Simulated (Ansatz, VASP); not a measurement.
## One calculation of BP2, two programs

```
B P
1.0
     3.26745    0.00000    0.00000
    -1.63372    2.82969    0.00000
     0.00000    0.00000    8.86291
B P
2 4
Direct
  0.00000 0.00000 0.33698
  0.66667 0.33333 0.04192
  0.00000 0.00000 0.55993
  0.66667 0.33333 0.26493
  0.33333 0.66667 0.96936
  0.66667 0.33333 0.69389
```

Alike in both runs: functional PBE; k mesh 6 × 6 × 2; occupations gaussian, width 0.2 eV; no spin polarisation.

Ansatz relaxed the structure, and its values are those at the end. VASP's run is a single point on that final structure, the one shown.

|  | VASP | Ansatz |
| --- | --- | --- |
| version | VASP 6.6.1 | Ansatz 0.2.0 |
| potentials or method | VASP PAW PBE potentials, release 64 (B, P), cutoff 520 eV | scalar-relativistic, plane waves, PAW |
| valence electrons in the cell | 26 | 26 |

|  | VASP | Ansatz | Ansatz less VASP |
| --- | --- | --- | --- |
| gap on the k mesh at the Fermi level (eV) | none | none | - |
| pressure (GPa) | -0.2 | 0.0 | +0.25 |
| rms of the force components (eV/Å) | 0.011 | 0.007 | -0.0038 |

A gap of «none» marks a metal or a gap that the smearing closes. With one functional, cell and mesh, what is left measures potentials, basis and numerics.

The k mesh is coarse, so the values compare programs but aren't converged.
